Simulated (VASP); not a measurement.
# Al16N16F (a cell with a defect) in VASP: notebook, part 2 of 2

VASP 6.6.1. The steps go on from the part before.

**3. Single point, PBE, collinear spin**

INCAR

```
SYSTEM = Al16N16F
  ALGO = Normal
  EDIFF = 1E-6
  ENCUT = 520
  GGA = PE
  GGA_COMPAT = .False.
  ISIF = 2
  ISMEAR = -1
  ISPIN = 2
  LASPH = .True.
  LCHARG = .False.
  LORBIT = 11
  LREAL = Auto
  LWAVE = .False.
  MAGMOM = 0 0 0 0 0 0 0 0 0 0 0 0 0.01 0 0 0 0 0 0 0 0 0.45 0 0 0 0 0 0 0 0.25 0 0 0.16
  NBANDS = 94
  NELM = 200
  NUPDOWN = 1.0
  PREC = Accurate
  SIGMA = 0.01
```

KPOINTS

```
k-points
0
Gamma
  1 1 1
  0 0 0
```

POSCAR

```
Al16N16F
1.0
    6.2604124000      0.0000000600      0.0000000000
   -3.1302062500      5.4216761500      0.0000000000
    0.0000000000      0.0000000000     10.0361163400
Al N F
16 16 1
Direct
    0.3431334952      0.1726196758      0.2462459498
    0.1570582774      0.3256448636      0.5018580723
    0.3315769124      0.1703556160      0.7513544826
    0.1655853139      0.3362543132      1.0005970098
    0.3190594590      0.6489996605      0.2641324503
    0.1652269948      0.8375662552      0.5043182869
    0.3293344603      0.6620913682      0.7458187756
    0.1826343884      0.8393605341      0.9932200527
    0.8239039679      0.1710850897      0.2487940470
    0.6627180986      0.3336462581      0.5022367048
    0.8284732248      0.1666222632      0.7535492559
    0.6690160604      0.3433902927      1.0003078541
    0.7863104534      0.6631696275      0.2638436931
    0.6616039152      0.8395316936      0.5049481122
    0.8325773359      0.6696943620      0.7514241311
    0.6595749175      0.8309727169      1.0015716896
    0.3311371913      0.1665741286      0.4411062855
    0.1611909478      0.3332294184      0.1972855767
    0.3364146379      0.1763185320      0.9421161214
    0.1570536077      0.3259089886      0.6919643779
    0.3245641756      0.6617147320      0.4542762206
    0.3074573159      0.8837010638      0.1703326209
    0.3337357164      0.6594783386      0.9329466382
    0.1664342363      0.8367288758      0.6948843321
    0.8260484428      0.1677927499      0.4425319366
    0.6812453826      0.3632942848      0.1947354867
    0.8284510237      0.1673746135      0.9497562281
    0.6648546423      0.3360335272      0.6935991736
    0.8310164279      0.6740928172      0.4480043722
    0.6345488887      0.8347289356      0.1990763092
    0.8397918525      0.6730669351      0.9408456100
    0.6646848225      0.8353056942      0.6945526301
   -0.0034353170     -0.1006478411      0.1625238234
```

Potentials or basis: VASP PAW PBE potentials, release 64 (Al, N, F).

Command:

```sh
cat potpaw_PBE.64/Al/POTCAR potpaw_PBE.64/N/POTCAR potpaw_PBE.64/F/POTCAR > POTCAR
mpirun -np 1 vasp_gam > vasp.out
```

OUTCAR:

```text
SYSTEM = Al16N16F
   EDIFF = 1E-6
   ENCUT = 520
   GGA = PE
   ISIF = 2
   ISMEAR = -1
   ISPIN = 2
   LASPH = .True.
   LORBIT = 11
   LREAL = Auto
   NELM = 200
   NUPDOWN = 1.0
   PREC = Accurate

 ion  position               nearest neighbor table
   1  0.343  0.173  0.246-  22 1.87  26 1.91  18 1.92  17 1.96  33 2.15  13 2.94   9 3.01  12 3.04
                             5 3.07   4 3.08  10 3.10   8 3.12   2 3.16   6 3.16   5 3.21   9 3.25
   2  0.157  0.326  0.502-  21 1.88  25 1.89  17 1.91  20 1.91   5 2.96   7 3.05  14 3.07   3 3.08
                             6 3.08  11 3.09   9 3.12  10 3.12  10 3.14   1 3.16   6 3.18  14 3.19
   3  0.332  0.170  0.751-  20 1.89  24 1.90  28 1.90  19 1.91   8 3.02   6 3.07   2 3.08  10 3.08
                             4 3.08   7 3.09  12 3.10  11 3.12  15 3.13  15 3.13  11 3.14   7 3.18
   4  0.166  0.336  0.001-  23 1.88  19 1.89  27 1.90  18 1.97  11 3.08   3 3.08   1 3.08  16 3.09
                             8 3.10   9 3.10   7 3.11  12 3.13  12 3.13   5 3.14  16 3.17   8 3.17
   5  0.319  0.649  0.264-  22 1.78  18 1.84  30 1.84  21 1.91  13 2.88   2 2.96   6 3.04  14 3.05
                             9 3.05   1 3.07   4 3.14   1 3.21  16 3.22   9 3.22   8 3.25
   6  0.165  0.838  0.504-  21 1.89  17 1.89  29 1.90  24 1.91   7 3.04   5 3.04   3 3.07  15 3.07
                             2 3.08  14 3.10  10 3.11  10 3.15  14 3.16   1 3.16  13 3.17   2 3.18
   7  0.329  0.662  0.746-  23 1.88  32 1.89  24 1.90  20 1.90  14 3.02   8 3.04   6 3.04   2 3.05
                             3 3.09   4 3.11  11 3.12  15 3.13  16 3.13  15 3.13  11 3.14   3 3.18
   8  0.183  0.839  0.993-  23 1.90  19 1.90  22 1.91  31 1.93  33 2.20  16 3.01   3 3.02   7 3.04
                            15 3.08   4 3.10  12 3.10   1 3.12  12 3.16   4 3.17   5 3.25  16 3.25
   9  0.824  0.171  0.249-  30 1.90  18 1.90  26 1.90  25 1.94  33 2.58   1 3.01   5 3.05  12 3.06
                            13 3.07  10 3.09  16 3.09   4 3.10   2 3.12  14 3.14  13 3.21   5 3.22
  10  0.663  0.334  0.502-  25 1.88  17 1.90  28 1.92  29 1.92  13 3.00   3 3.08  14 3.09   9 3.09
                            15 3.09   1 3.10  11 3.10   6 3.11   2 3.12   2 3.14   6 3.15  14 3.17
  11  0.828  0.167  0.754-  20 1.89  32 1.89  28 1.90  27 1.97  14 3.06  12 3.08   4 3.08  16 3.08
                             2 3.09  10 3.10   7 3.12   3 3.12  15 3.12  15 3.14   3 3.14   7 3.14
  12  0.669  0.343  0.000-  31 1.88  27 1.89  19 1.90  26 1.95   1 3.04  15 3.06   9 3.06  11 3.08
                            16 3.08   3 3.10   8 3.10   4 3.13   4 3.13   8 3.16  13 3.17  16 3.18
  13  0.786  0.663  0.264-  33 1.73  26 1.79  29 1.87  30 1.87   5 2.88  14 2.92   1 2.94  10 3.00
                             9 3.07  16 3.08   6 3.17  12 3.17   9 3.21   1 3.35
  14  0.662  0.840  0.505-  25 1.89  21 1.90  32 1.90  29 1.90  13 2.92   7 3.02   5 3.05  11 3.06
                             2 3.07  15 3.09  10 3.09   6 3.10   9 3.14   6 3.16  10 3.17   2 3.19
  15  0.833  0.670  0.751-  32 1.90  24 1.90  28 1.90  31 1.90  12 3.06   6 3.07   8 3.08  14 3.09
                            10 3.09  16 3.10  11 3.12   7 3.13   3 3.13   3 3.13   7 3.13  11 3.14
  16  0.660  0.831  0.002-  27 1.90  23 1.90  31 1.93  30 1.99  33 2.52   8 3.01  13 3.08  12 3.08
                            11 3.08   9 3.09   4 3.09  15 3.10   7 3.13   4 3.17  12 3.18   5 3.22
  17  0.331  0.167  0.441-   6 1.89  10 1.90   2 1.91   1 1.96
  18  0.161  0.333  0.197-   5 1.84   9 1.90   1 1.92   4 1.97
  19  0.336  0.176  0.942-   4 1.89  12 1.90   8 1.90   3 1.91
  20  0.157  0.326  0.692-  11 1.89   3 1.89   7 1.90   2 1.91
  21  0.325  0.662  0.454-   2 1.88   6 1.89  14 1.90   5 1.91
  22  0.307  0.884  0.170-   5 1.78   1 1.87   8 1.91
  23  0.334  0.659  0.933-   7 1.88   4 1.88   8 1.90  16 1.90
  24  0.166  0.837  0.695-   3 1.90  15 1.90   7 1.90   6 1.91
  25  0.826  0.168  0.443-  10 1.88  14 1.89   2 1.89   9 1.94
  26  0.681  0.363  0.195-  13 1.79   9 1.90   1 1.91  12 1.95
  27  0.828  0.167  0.950-  12 1.89  16 1.90   4 1.90  11 1.97
  28  0.665  0.336  0.694-   3 1.90  15 1.90  11 1.90  10 1.92
  29  0.831  0.674  0.448-  13 1.87   6 1.90  14 1.90  10 1.92
  30  0.635  0.835  0.199-   5 1.84  13 1.87   9 1.90  16 1.99
  31  0.840  0.673  0.941-  12 1.88  15 1.90   8 1.93  16 1.93
  32  0.665  0.835  0.695-   7 1.89  11 1.89  15 1.90  14 1.90
  33  0.997  0.899  0.163-  13 1.73   1 2.15   8 2.20  16 2.52   9 2.58

  LATTYP: Found a hexagonal cell.
 ALAT       =     6.2604124000
 C/A-ratio  =     1.6031078624

  Lattice vectors:

 A1 = (   6.2604124000,   0.0000000600,   0.0000000000)
[... 212 lines left out ...]
 spin polarized calculation
  energy-cutoff  :      520.00
  volume of cell :      340.65
 maximum number of plane-waves:      4582
 NGX is ok and might be reduce to    48
   NGX = 23   NGY = 23   NGZ = 37

 number of electron     135.0000006 magnetization       1.0000035

 Free energy of the ion-electron system (eV)
  ---------------------------------------------------
  ext. energy  EPLUGINS =         0.00000000
  ---------------------------------------------------
  free energy    TOTEN  =      -228.99212989 eV

  energy without entropy =     -228.99212989  energy(sigma->0) =     -228.99212989

 E-fermi :   6.7376     XC(G=0): -10.8971

 val. band max:        8.3762212305   @ k =   0.0000   0.0000   0.0000
 cond. band min:       9.6021858155   @ k =   0.0000   0.0000   0.0000
 fundamental gap:      1.2259645850
 Fermi energy:         8.6442467769

 spin component 1

 k-point     1 :       0.0000    0.0000    0.0000
  band No.  band energies     occupation
      1     -18.3801      1.00000
      2      -8.8490      1.00000
      3      -8.0106      1.00000
      4      -7.9552      1.00000
      5      -7.1040      1.00000
      6      -7.0589      1.00000
[... 71 lines left out ...]
     78      12.0730      0.00000
     79      12.2404      0.00000
 Fermi energy:         6.7375648204

 spin component 2

 k-point     1 :       0.0000    0.0000    0.0000
  band No.  band energies     occupation
      1     -18.1125      1.00000
      2      -8.8085      1.00000
      3      -7.9570      1.00000
      4      -7.8657      1.00000
      5      -7.0743      1.00000
      6      -6.9534      1.00000
[... 71 lines left out ...]
     78      12.1158      0.00000
     79      12.2536      0.00000
 [bands above 79 left out]

------------------------ aborting loop because EDIFF is reached ----------------------------------------

  FORCE on cell =-STRESS in cart. coord.  units (eV):
  Direction    XX          YY          ZZ          XY          YZ          ZX
  --------------------------------------------------------------------------------------
  -------------------------------------------------------------------------------------
  Total       30.4516393     23.2669488    -10.3990949      0.7873228     -0.3390133     -1.8461190
  in kB      143.2250739    109.4328757    -48.9107047      3.7030639     -1.5945024     -8.6829653
  external PRESSURE =      67.9157483 kB  Pullay stress =       0.0000000 kB

 VOLUME and BASIS-vectors are now :
 -----------------------------------------------------------------------------
  energy-cutoff  :      520.00
  volume of cell :      340.65
      direct lattice vectors                 reciprocal lattice vectors
     6.260412400  0.000000060  0.000000000     0.159733885  0.092222403  0.000000000
    -3.130206250  5.421676150  0.000000000    -0.000000002  0.184444804  0.000000000
     0.000000000  0.000000000 10.036116340     0.000000000  0.000000000  0.099640136

 POSITION                                       TOTAL-FORCE (eV/Angst)
 -----------------------------------------------------------------------------------
      1.60782      0.93589      2.47135         0.001412      0.006686     -0.005411
     -0.03609      1.76554      5.03671        -0.001125     -0.002712     -0.000341
      1.54256      0.92361      7.54068        -0.001590     -0.001758      0.002661
     -0.01591      1.82306      0.00599        -0.000619     -0.005984      0.000772
     -0.03406      3.51867      2.65086         0.007375     -0.010903      0.011081
     -1.58737      4.54101      5.06140        -0.000642      0.000356     -0.002068
[... 25 lines left out ...]
      1.54652      4.52876      6.97061         0.000312     -0.002986     -0.000215
      3.42375      4.87600      1.63111         0.023267      0.041371     -0.035280
 -----------------------------------------------------------------------------------
    total drift:                               -0.013715      0.002763      0.015449

  FREE ENERGIE OF THE ION-ELECTRON SYSTEM (eV)
  ---------------------------------------------------
  free  energy   TOTEN  =      -228.9921298920 eV

  energy  without entropy=     -228.9921298920  energy(sigma->0) =     -228.99212989

 total charge

# of ion       s       p       d       tot
------------------------------------------
    1        0.342   0.430   0.000   0.772
    2        0.341   0.446   0.000   0.786
    3        0.341   0.444   0.000   0.785
    4        0.339   0.435   0.000   0.774
    5        0.387   0.495   0.000   0.882
    6        0.340   0.443   0.000   0.784
[... 25 lines left out ...]
   32        1.195   2.691   0.000   3.886
   33        1.767   4.417   0.000   6.183
--------------------------------------------------
tot         26.522  54.256   0.000  80.778

 magnetization (x)

# of ion       s       p       d       tot
------------------------------------------
    1        0.003   0.000   0.000   0.003
    2       -0.000  -0.000   0.000  -0.000
    3       -0.000   0.000   0.000   0.000
    4        0.000  -0.000   0.000   0.000
    5       -0.002  -0.001   0.000  -0.003
    6       -0.000   0.000   0.000   0.000
[... 25 lines left out ...]
   32        0.000  -0.000   0.000  -0.000
   33        0.002   0.147   0.000   0.149
--------------------------------------------------
tot          0.039   0.767   0.000   0.806
```

Wall time 5 min (1 thread of Intel Xeon 8259CL, shared host); peak memory 0.56 GiB.

What came out:

* Free energy: -228.9921 eV
* Pressure: 6.8 GPa
* Largest force: 0.069 eV/Å
* Net moment: 1.00 μB per cell
* Site moments: Al +0.00, -0.00, +0.02 (each value once); N +0.00, -0.00, +0.42, +0.22 (each value once); F +0.15 μB
* Valence electrons inside the program's atomic spheres: Al 0.77, 0.79, 0.88, 0.78, 0.76, 0.85, 0.75 (each value once); N 3.86, 3.87, 3.88, 3.89, 3.81, 3.90 (each value once); F 6.18

Forces on the atoms (eV/Å):
```
Al   0.001  0.007 -0.005
Al  -0.001 -0.003  0.000
Al  -0.002 -0.002  0.003
Al  -0.001 -0.006  0.001
Al   0.007 -0.011  0.011
Al  -0.001  0.000 -0.002
Al  -0.001 -0.002 -0.001
Al  -0.009  0.009  0.000
Al   0.000 -0.002 -0.005
Al   0.002  0.001  0.000
Al  -0.002 -0.001  0.002
Al   0.000 -0.004  0.003
Al  -0.031 -0.044  0.042
Al  -0.005  0.003  0.002
Al   0.001  0.000  0.000
Al   0.001  0.003  0.005
N   -0.002  0.001 -0.001
N    0.001 -0.001  0.004
N    0.003 -0.001  0.000
N    0.003  0.003  0.000
N    0.001 -0.001 -0.012
N   -0.014  0.008 -0.004
N   -0.001  0.000  0.005
N    0.001 -0.002 -0.001
N    0.003  0.000  0.001
N    0.006 -0.008 -0.005
N    0.000  0.002 -0.001
N   -0.001  0.002  0.000
N    0.001 -0.001 -0.004
N    0.012  0.010 -0.004
N    0.004  0.002  0.006
N    0.000 -0.003  0.000
F    0.023  0.041 -0.035
```

Caveat: the k points lie up to 1.16 Å⁻¹ apart, too coarse for converged energies, forces and pressures; the total moment is fixed, so each spin has its own Fermi level and the state may be an excited one.
